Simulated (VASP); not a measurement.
## In4TeS: single point with PBE

The system is In4TeS.

```
In Te S
1.0
     5.00100   -5.89063    0.00000
     5.00100    5.89063    0.00000
     0.00000    0.00000    4.23670
In Te S
4 1 1
Direct
  0.82785 0.17215 0.50000
  0.28171 0.28171 0.00000
  0.71829 0.71829 0.00000
  0.17215 0.82785 0.50000
  0.50000 0.50000 0.50000
  0.00000 0.00000 0.00000
```

The cell was built from a structure type or drawn by symmetry, and may not be a known phase.

| Item | Value |
| --- | --- |
| Program | VASP 6.6.1 |
| Task | single point |
| Functional | PBE |
| Potentials or basis | VASP PAW PBE potentials, release 64 (In_d, Te, S) |
| Cutoff | 520 eV |
| k mesh | 6 × 6 × 8 |
| Occupations | gaussian, width 0.1 eV |
| Spin | no spin polarisation |

```json
{
  "Pressure": "0.0 GPa",
  "Band gap on the k mesh": "zero (bands 32 and 33 overlap by 1.04 eV)"
}
```

Forces on the atoms (eV/Å):
```
In   0.000  0.002  0.000
In   0.000  0.000  0.000
In   0.000  0.000  0.000
In   0.000 -0.002  0.000
Te   0.000  0.000  0.000
S    0.000  0.000  0.000
```

Levels at points of the mesh, in eV from the Fermi level:
| k point | band 29 | band 30 | band 31 | band 32 | band 33 | band 34 | band 35 | band 36 |
| --- | --- | --- | --- | --- | --- | --- | --- | --- |
| (0.00, 0.00, 0.00) | -2.77 | -1.41 | -1.03 | -0.54 | 0.95 | 1.28 | 2.38 | 2.42 |
| (0.50, 0.00, 0.00) | -1.53 | -1.46 | -1.25 | -0.29 | 0.18 | 0.58 | 1.85 | 2.14 |
| (0.50, 0.50, 0.00) | -2.67 | -1.43 | -0.60 | 0.47 | 0.67 | 1.27 | 1.73 | 1.90 |
| (0.00, 0.00, 0.50) | -1.87 | -1.70 | -1.56 | -1.15 | 0.82 | 1.00 | 1.01 | 1.08 |
| (0.50, 0.00, 0.50) | -3.08 | -2.44 | -0.52 | -0.32 | 0.25 | 0.86 | 1.78 | 1.81 |
| (0.50, 0.50, 0.50) | -1.88 | -1.47 | -1.43 | -1.12 | 0.65 | 0.73 | 1.11 | 1.16 |

Run time: 28 min on 1 thread of Intel Xeon 8259CL, with other jobs on the host, peak memory 0.72 GiB.

Caveat: spin-orbit coupling is left out, which moves the levels of the heavy elements.
